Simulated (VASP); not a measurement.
# PbO2 (P4_2/mnm) in VASP: further runs

Aim: see how the results for PbO2 move with the level of theory and the settings. Levels: r2SCAN, PBE, LDA, PBEsol. Tasks: single point, relaxation of cell and atoms.

Everything below comes from runs of VASP 6.6.1. Logs are shortened: lines on timing, memory, paths and dates and some standing lists are left out, and cuts for length are marked.

## 1. The cell of the first run

Symmetry: P4_2/mnm, No. 136, tetragonal system. Conventional cell: a = 4.984 Å, b = 4.984 Å, c = 3.408 Å, α = 90.00°, β = 90.00°, γ = 90.00°. Within 2.9 Å of Pb (site symmetry mmm) lie 6 O at 2.17 to 2.18 Å. Within 2.9 Å of O (site symmetry m2m) lie 3 Pb at 2.17 to 2.18 Å and 1 O at 2.72 Å.

## 2. Single point, r2SCAN

File POSCAR:

```
PbO2
1.0
    4.9838461250      0.0000000000      0.0000000000
    0.0000000000      4.9838461250      0.0000000000
    0.0000000000      0.0000000000      3.4076223136
Pb O
2 4
Direct
    0.0000000000      0.0000000000      0.0000000000
    0.5000000000      0.5000000000      0.5000000000
    0.3072128126      0.3072128126      0.0000000000
    0.1927871874      0.8072128126      0.5000000000
    0.8072128126      0.1927871874      0.5000000000
    0.6927871874      0.6927871874      0.0000000000
```

File INCAR.step1:

```
SYSTEM = PbO2
PREC = Accurate
ENCUT = 520
ISMEAR = -1
SIGMA = 0.02
LREAL = .False.
LASPH = .True.
NELM = 60
NBANDS = 35
GGA = PE
ALGO = Normal
EDIFF = 1E-4
LWAVE = .True.
LCHARG = .False.
```

File INCAR.step2:

```
SYSTEM = PbO2
PREC = Accurate
ENCUT = 520
EDIFF = 1E-7
ISMEAR = -1
SIGMA = 0.02
LREAL = .False.
LASPH = .True.
NELM = 60
ALGO = Normal
ISIF = 2
LWAVE = .False.
LCHARG = .False.
METAGGA = R2SCAN
LMIXTAU = .True.
NBANDS = 35
ISTART = 1
```

File KPOINTS:

```
regular mesh
0
Gamma
  4 4 6
  0 0 0
```

Potentials or basis: VASP PAW PBE potentials, release 64 (Pb_d, O).

Command:

```bash
> cat potpaw_PBE.64/Pb_d/POTCAR potpaw_PBE.64/O/POTCAR > POTCAR
> cp INCAR.step1 INCAR
> mpirun -np 1 vasp_std > vasp.out
> cp INCAR.step2 INCAR
> mpirun -np 1 vasp_std > vasp.out
```

OUTCAR:

```text
SYSTEM = PbO2
   PREC = Accurate
   ENCUT = 520
   EDIFF = 1E-7
   ISMEAR = -1
   LREAL = .False.
   LASPH = .True.
   NELM = 60
   ISIF = 2
   METAGGA = R2SCAN
   ISTART = 1

 ion  position               nearest neighbor table
   1  0.000  0.000  0.000-   3 2.17   6 2.17   5 2.18   4 2.18   4 2.18   5 2.18   2 3.91   2 3.91
                             2 3.91   2 3.91   2 3.91   2 3.91   2 3.91   2 3.91
   2  0.500  0.500  0.500-   4 2.17   5 2.17   3 2.18   6 2.18   3 2.18   6 2.18   1 3.91   1 3.91
                             1 3.91   1 3.91   1 3.91   1 3.91   1 3.91   1 3.91
   3  0.307  0.307  0.000-   1 2.17   2 2.18   2 2.18
   4  0.193  0.807  0.500-   2 2.17   1 2.18   1 2.18
   5  0.807  0.193  0.500-   2 2.17   1 2.18   1 2.18
   6  0.693  0.693  0.000-   1 2.17   2 2.18   2 2.18

  LATTYP: Found a simple tetragonal cell.
 ALAT       =     4.9838461250
 C/A-ratio  =     0.6837334517

  Lattice vectors:

 A1 = (   4.9838461250,   0.0000000000,   0.0000000000)
 A2 = (   0.0000000000,   4.9838461250,   0.0000000000)
 A3 = (   0.0000000000,   0.0000000000,   3.4076223136)

Analysis of symmetry for initial positions (statically):
=====================================================================
 Subroutine PRICEL returns:
 Original cell was already a primitive cell.

 Routine SETGRP: Setting up the symmetry group for a
 simple tetragonal supercell.

 Subroutine GETGRP returns: Found 16 space group operations
 (whereof  8 operations were pure point group operations)
 out of a pool of 16 trial point group operations.

The static configuration has the point symmetry D_2h.
 The point group associated with its full space group is D_4h.

Analysis of symmetry for dynamics (positions and initial velocities):
=====================================================================
 Subroutine PRICEL returns:
 Original cell was already a primitive cell.

 Routine SETGRP: Setting up the symmetry group for a
 simple tetragonal supercell.

 Subroutine GETGRP returns: Found 16 space group operations
 (whereof  8 operations were pure point group operations)
 out of a pool of 16 trial point group operations.

The dynamic configuration has the point symmetry D_2h.
 The point group associated with its full space group is D_4h.

 Subroutine INISYM returns: Found 16 space group operations
 (whereof  8 operations are pure point group operations),
 and found     1 'primitive' translations

----------------------------------------------------------------------------------------
[... 103 lines left out ...]
   NSW    =      0    number of steps for IOM
   IBRION =     -1    ionic relax: 0-MD 1-quasi-New 2-CG
   NFREE  =      0    steps in history (QN), initial steepest desc. (CG)
   ISIF   =      2    stress and relaxation
   ISYM   =      2    0-nonsym 1-usesym 2-fastsym
   POTIM  = 0.5000    time-step for ionic-motion
   TEBEG  =    0.0;   TEEND  =   0.0 temperature during run
   PSTRESS=    0.0 pullay stress
   NELECT =      52.0000    total number of electrons
   NUPDOWN=      -1.0000    fix difference up-down
   EMIN   =  10.00;   EMAX   =-10.00  energy-range for DOS
   EFERMI =   0.00;   METHOD = LEGACY
   ISMEAR =    -1;   SIGMA  =   0.02  broadening in eV -4-tet -1-fermi 0-gaus
   EFERMI_NEDOS =   21; number of points for ismear=-14 and -15
   IALGO  =     38    algorithm
   IMIX   =      4    mixing-type and parameters
     AMIX     =   0.40;   BMIX     =  1.00
     AMIX_MAG =   1.60;   BMIX_MAG =  1.00
  volume/ion in A,a.u.               =      14.11        95.20
  Fermi-wavevector in a.u.,A,eV,Ry     =   1.391711  2.629952 26.352572  1.936859
  Thomas-Fermi vector in A             =   2.515524
   LORBIT       =      0    0 simple, 1 ext, 2 COOP (PROOUT), +10 PAW based schemes
   METAGGA = R2SCAN    functional components
   LHFCALC =     F    Hartree Fock is set to
   AEXX    =    0.0000 exact exchange contribution
   IVDW    =     0    specifies the selected vdW correction
   LEPSILON=     F    determine dielectric tensor
   LRPA    =     F    only Hartree local field effects (RPA)
 non-spin polarized calculation
  energy-cutoff  :      520.00
  volume of cell :       84.64
 maximum number of plane-waves:      2304
 NGX is ok and might be reduce to    40
   NGX = 19   NGY = 19   NGZ = 13

 number of electron      52.0000010 magnetization

 Free energy of the ion-electron system (eV)
  ---------------------------------------------------
  ext. energy  EPLUGINS =         0.00000000
  ---------------------------------------------------
  free energy    TOTEN  =      -142.26696705 eV

  energy without entropy =     -142.26682761  energy(sigma->0) =     -142.26689733

 E-fermi :   3.7951     XC(G=0): -11.3590

 val. band max:        3.6861499909   @ k =   0.5000   0.0000   0.5000
 cond. band min:       3.8647800185   @ k =   0.0000   0.0000   0.0000
 fundamental gap:      0.1786300276
 Fermi energy:         3.7950750774

 k-point     1 :       0.0000    0.0000    0.0000
  band No.  band energies     occupation
      1     -15.3482      2.00000
      2     -15.1919      2.00000
      3     -13.6679      2.00000
      4     -13.6679      2.00000
      5     -12.1264      2.00000
      6     -11.8862      2.00000
[... 901 lines left out ...]
     34      14.5229      0.00000
     35      17.9117      0.00000

------------------------ aborting loop because EDIFF is reached ----------------------------------------

  FORCE on cell =-STRESS in cart. coord.  units (eV):
  Direction    XX          YY          ZZ          XY          YZ          ZX
  --------------------------------------------------------------------------------------
  -------------------------------------------------------------------------------------
  Total        0.3965144      0.3965144      0.6089251     -0.0000000      0.0000000      0.0000000
  in kB        7.5056587      7.5056587     11.5264018     -0.0000000      0.0000000      0.0000000
  external PRESSURE =       8.8459064 kB  Pullay stress =       0.0000000 kB

 VOLUME and BASIS-vectors are now :
 -----------------------------------------------------------------------------
  energy-cutoff  :      520.00
  volume of cell :       84.64
      direct lattice vectors                 reciprocal lattice vectors
     4.983846125  0.000000000  0.000000000     0.200648249  0.000000000  0.000000000
     0.000000000  4.983846125  0.000000000     0.000000000  0.200648249  0.000000000
     0.000000000  0.000000000  3.407622314     0.000000000  0.000000000  0.293459752

 POSITION                                       TOTAL-FORCE (eV/Angst)
 -----------------------------------------------------------------------------------
      0.00000      0.00000      0.00000         0.000000     -0.000000     -0.000000
      2.49192      2.49192      1.70381         0.000000     -0.000000     -0.000000
      1.53110      1.53110      0.00000        -0.011570     -0.011570      0.000000
      0.96082      4.02302      1.70381         0.011570     -0.011570     -0.000000
      4.02302      0.96082      1.70381        -0.011570      0.011570     -0.000000
      3.45274      3.45274      0.00000         0.011570      0.011570     -0.000000
 -----------------------------------------------------------------------------------
    total drift:                                0.000000     -0.000000     -0.000000

  FREE ENERGIE OF THE ION-ELECTRON SYSTEM (eV)
  ---------------------------------------------------
  free  energy   TOTEN  =      -142.2669670525 eV

  energy  without entropy=     -142.2668276144  energy(sigma->0) =     -142.26689733
```

OUTCAR.step1:

```text
SYSTEM = PbO2
   PREC = Accurate
   ENCUT = 520
   ISMEAR = -1
   LREAL = .False.
   LASPH = .True.
   NELM = 60
[... 1149 lines left out ...]
      0.96082      4.02302      1.70381         0.025741     -0.025741      0.000000
      4.02302      0.96082      1.70381        -0.025741      0.025741     -0.000000
      3.45274      3.45274      0.00000         0.025741      0.025741     -0.000000
 -----------------------------------------------------------------------------------
    total drift:                                0.000000     -0.000000     -0.000000

  FREE ENERGIE OF THE ION-ELECTRON SYSTEM (eV)
  ---------------------------------------------------
  free  energy   TOTEN  =       -31.7864847332 eV

  energy  without entropy=      -31.7863918398  energy(sigma->0) =      -31.78643829
```

OSZICAR.step1:

```text
N       E                     dE             d eps       ncg     rms          rms(c)
DAV:   1     0.689260061084E+03    0.68926E+03   -0.25931E+04  1680   0.183E+03
DAV:   2     0.586420894392E+02   -0.63062E+03   -0.59885E+03  1811   0.500E+02
DAV:   3    -0.328212187797E+02   -0.91463E+02   -0.88048E+02  1980   0.209E+02
DAV:   4    -0.373981649359E+02   -0.45769E+01   -0.45327E+01  2136   0.488E+01
DAV:   5    -0.375546288930E+02   -0.15646E+00   -0.15621E+00  2180   0.910E+00    0.141E+01
DAV:   6    -0.317845914346E+02    0.57700E+01   -0.17784E+01  2532   0.509E+01    0.447E+00
DAV:   7    -0.318182632760E+02   -0.33672E-01   -0.16944E+00  1911   0.946E+00    0.277E+00
DAV:   8    -0.318122450072E+02    0.60183E-02   -0.36964E-01  2597   0.592E+00    0.117E+00
DAV:   9    -0.317848480821E+02    0.27397E-01   -0.77794E-02  2561   0.375E+00    0.123E-01
DAV:  10    -0.317865444259E+02   -0.16963E-02   -0.10632E-02  1868   0.548E-01    0.126E-01
DAV:  11    -0.317864847332E+02    0.59693E-04   -0.27163E-04  1802   0.197E-01
   1 F= -.31786485E+02 E0= -.31786438E+02  d E =-.928934E-04
```

Wall time 2.8 min (1 thread of AMD EPYC 9R45 (Zen 5), shared host); peak memory 0.21 GiB.

What came out:

```yaml
Free_energy: -142.2670 eV
Pressure: 0.9 GPa
Largest_force: 0.016 eV/Å
Band_gap_on_the_k_mesh: 0.18 eV (least direct gap 0.54 eV)
```

Forces on the atoms (eV/Å):
```
Pb   0.000  0.000  0.000
Pb   0.000  0.000  0.000
O   -0.012 -0.012  0.000
O    0.012 -0.012  0.000
O   -0.012  0.012  0.000
O    0.012  0.012  0.000
```

Stress tensor (GPa, compression positive):
```
0.75 0.00 0.00
0.00 0.75 0.00
0.00 0.00 1.15
```

Levels at points of the mesh, in eV from the valence-band top:
```csv
k point,band 24,band 25,band 26,band 27,band 28,band 29
"(0.00, 0.00, 0.00)",-0.42,-0.42,-0.36,0.18,4.92,6.69
"(0.50, 0.00, 0.00)",-0.45,-0.26,-0.26,3.00,3.00,7.28
"(0.50, 0.50, 0.00)",-0.47,-0.40,-0.40,3.42,3.42,7.55
"(0.00, 0.00, 0.50)",-1.04,-0.70,-0.70,4.41,4.41,9.81
"(0.50, 0.00, 0.50)",-0.69,0.00,0.00,4.72,4.72,8.25
"(0.50, 0.50, 0.50)",-0.56,-0.44,-0.44,3.46,3.46,9.20
```

Caveat: the structure was generated, so it needn't be the stable form of PbO2; the PAW data sets were made with another functional, which shifts forces and pressure a little; spin-orbit coupling is left out, which moves the levels of the heavy elements.

## 3. Single point, PBE

File INCAR:

```
ALGO     = Normal         # electronic algorithm
EDIFF    = 1E-6           # SCF threshold, eV
ENCUT    = 520            # plane-wave cutoff, eV
GGA      = PE             # functional
ISIF     = 2              # what is computed and relaxed
ISMEAR   = -1             # smearing method
LASPH    = True           # aspherical terms in the spheres
LCHARG   = False          # write CHGCAR
LREAL    = False          # projectors in reciprocal space
LWAVE    = False          # write WAVECAR
NBANDS   = 35             # bands
NELM     = 80             # most SCF steps
PREC     = Accurate       # precision mode
SIGMA    = 0.02           # smearing width, eV
```

File KPOINTS:

```
k-points
0
Gamma
  6 6 8
```

POSCAR is that of step 2.

Potentials or basis: VASP PAW PBE potentials, release 64 (Pb_d, O).

Command:

```bash
> cat potpaw_PBE.64/Pb_d/POTCAR potpaw_PBE.64/O/POTCAR > POTCAR
> mpirun -np 1 vasp_std > vasp.out
```

It took 80 s on 1 thread of AMD EPYC 9R45 (Zen 5), shared host; peak memory 0.24 GiB.

It converged, with:

| Quantity | Value |
| --- | --- |
| Free energy | -31.7789 eV |
| Pressure | 6.6 GPa |
| Largest force | 0.030 eV/Å |
| Band gap on the k mesh | 0.10 eV (least direct gap 0.13 eV) |

Forces in eV/Å, atoms in the order of the input:
```
Pb   0.000  0.000  0.000
Pb   0.000  0.000  0.000
O   -0.021 -0.021  0.000
O    0.021 -0.021  0.000
O   -0.021  0.021  0.000
O    0.021  0.021  0.000
```

Stress tensor (GPa, compression positive):
```
6.16 0.00 0.00
0.00 6.16 0.00
0.00 0.00 7.40
```

Levels at points of the mesh, in eV from the valence-band top:
```
           k point  band 23  band 24  band 25  band 26  band 27  band 28  band 29  band 30
(0.00, 0.00, 0.00)    -0.58    -0.58    -0.58    -0.58     0.10     4.30     5.92     5.92
(0.50, 0.00, 0.00)    -0.62    -0.62    -0.36    -0.36     2.46     2.46     6.53     6.53
(0.50, 0.50, 0.00)    -0.64    -0.64    -0.46    -0.46     2.87     2.87     6.80     6.80
(0.00, 0.00, 0.50)    -1.09    -1.09    -0.76    -0.76     3.79     3.79     8.94     8.94
(0.50, 0.00, 0.50)    -0.76    -0.76    -0.18    -0.18     4.10     4.10     7.39     7.39
(0.50, 0.50, 0.50)    -0.65    -0.65    -0.50    -0.50     2.86     2.86     8.39     8.39
```

Caveat: the cell stands under pressure; the structure was generated, so it needn't be the stable form of PbO2; spin-orbit coupling is left out, which moves the levels of the heavy elements. A k mesh can miss the band edges.

## 4. Single point, LDA

File INCAR:

```
SYSTEM = PbO2
ALGO     = Normal         ! electronic algorithm
EDIFF    = 1E-6           ! SCF threshold, eV
ENCUT    = 520            ! plane-wave cutoff, eV
GGA      = CA             ! functional
ISIF     = 2              ! what is computed and relaxed
ISMEAR   = -1             ! smearing method
LASPH    = .True.         ! aspherical terms in the spheres
LCHARG   = .False.        ! write CHGCAR
LREAL    = .False.        ! projectors in reciprocal space
LWAVE    = .False.        ! write WAVECAR
NBANDS   = 35             ! bands
NELM     = 100            ! most SCF steps
PREC     = Accurate       ! precision mode
SIGMA    = 0.02           ! smearing width, eV
```

File KPOINTS:

```
k-points
0
Gamma
  6 6 8
  0 0 0
```

POSCAR is that of step 3.

Potentials or basis: VASP PAW LDA potentials, release 64 (Pb_d, O).

Command:

```bash
> cat potpaw_LDA.64/Pb_d/POTCAR potpaw_LDA.64/O/POTCAR > POTCAR
> mpirun -np 1 vasp_std > vasp.out
```

OUTCAR:

```text
SYSTEM = PbO2
   EDIFF = 1E-6
   ENCUT = 520
   GGA = CA
   ISIF = 2
   ISMEAR = -1
   LASPH = .True.
   LREAL = .False.
   NELM = 100
   PREC = Accurate

 ion  position               nearest neighbor table
   1  0.000  0.000  0.000-   3 2.17   6 2.17   5 2.18   4 2.18   4 2.18   5 2.18   2 3.91   2 3.91
                             2 3.91   2 3.91   2 3.91   2 3.91   2 3.91   2 3.91
   2  0.500  0.500  0.500-   4 2.17   5 2.17   3 2.18   6 2.18   3 2.18   6 2.18   1 3.91   1 3.91
                             1 3.91   1 3.91   1 3.91   1 3.91   1 3.91   1 3.91
   3  0.307  0.307  0.000-   1 2.17   2 2.18   2 2.18
   4  0.193  0.807  0.500-   2 2.17   1 2.18   1 2.18
   5  0.807  0.193  0.500-   2 2.17   1 2.18   1 2.18
   6  0.693  0.693  0.000-   1 2.17   2 2.18   2 2.18

[... 1121 lines left out ...]
  Total       -1.5319983     -1.5319983     -1.7846281     -0.0000000      0.0000000      0.0000000
  in kB      -28.9993432    -28.9993432    -33.7813976     -0.0000000      0.0000000      0.0000000
  external PRESSURE =     -30.5933613 kB  Pullay stress =       0.0000000 kB

 VOLUME and BASIS-vectors are now :
 -----------------------------------------------------------------------------
  energy-cutoff  :      520.00
  volume of cell :       84.64
      direct lattice vectors                 reciprocal lattice vectors
     4.983846125  0.000000000  0.000000000     0.200648249  0.000000000  0.000000000
     0.000000000  4.983846125  0.000000000     0.000000000  0.200648249  0.000000000
     0.000000000  0.000000000  3.407622314     0.000000000  0.000000000  0.293459752

 POSITION                                       TOTAL-FORCE (eV/Angst)
 -----------------------------------------------------------------------------------
      0.00000      0.00000      0.00000         0.000000      0.000000     -0.000000
      2.49192      2.49192      1.70381         0.000000      0.000000     -0.000000
      1.53110      1.53110      0.00000         0.040059      0.040059      0.000000
      0.96082      4.02302      1.70381        -0.040059      0.040059     -0.000000
      4.02302      0.96082      1.70381         0.040059     -0.040059     -0.000000
      3.45274      3.45274      0.00000        -0.040059     -0.040059     -0.000000
 -----------------------------------------------------------------------------------
    total drift:                                0.000000     -0.000000     -0.000000

  FREE ENERGIE OF THE ION-ELECTRON SYSTEM (eV)
  ---------------------------------------------------
  free  energy   TOTEN  =       -36.6368671650 eV

  energy  without entropy=      -36.6363840249  energy(sigma->0) =      -36.63662559
```

It took 73 s on 1 thread of AMD EPYC 9R45 (Zen 5), shared host; peak memory 0.21 GiB.

What came out:

- Free energy: -36.6369 eV
- Pressure: -3.1 GPa
- Largest force: 0.057 eV/Å
- Band gap on the k mesh: 0.07 eV (least direct gap 0.11 eV)

Forces on the atoms (eV/Å):
```
Pb   0.000  0.000  0.000
Pb   0.000  0.000  0.000
O    0.040  0.040  0.000
O   -0.040  0.040  0.000
O    0.040 -0.040  0.000
O   -0.040 -0.040  0.000
```

Stress tensor (GPa, compression positive):
```
-2.90  0.00  0.00
 0.00 -2.90  0.00
 0.00  0.00 -3.38
```

Levels at points of the mesh, in eV from the valence-band top:
| k point | band 23 | band 24 | band 25 | band 26 | band 27 | band 28 | band 29 | band 30 |
| --- | --- | --- | --- | --- | --- | --- | --- | --- |
| (0.00, 0.00, 0.00) | -0.62 | -0.62 | -0.60 | -0.60 | 0.10 | 4.17 | 5.67 | 5.67 |
| (0.50, 0.00, 0.00) | -0.67 | -0.67 | -0.38 | -0.38 | 2.39 | 2.39 | 6.28 | 6.28 |
| (0.50, 0.50, 0.00) | -0.68 | -0.68 | -0.47 | -0.47 | 2.79 | 2.79 | 6.59 | 6.59 |
| (0.00, 0.00, 0.50) | -1.14 | -1.14 | -0.78 | -0.78 | 3.70 | 3.70 | 8.68 | 8.68 |
| (0.50, 0.00, 0.50) | -0.78 | -0.78 | -0.21 | -0.21 | 4.01 | 4.01 | 7.17 | 7.17 |
| (0.50, 0.50, 0.50) | -0.67 | -0.67 | -0.51 | -0.51 | 2.76 | 2.76 | 8.10 | 8.10 |

Caveat: the cell stands under tension; the structure was generated, so it needn't be the stable form of PbO2; spin-orbit coupling is left out, which moves the levels of the heavy elements. A k mesh can miss the band edges.

(Continued in part 2 of 2.)
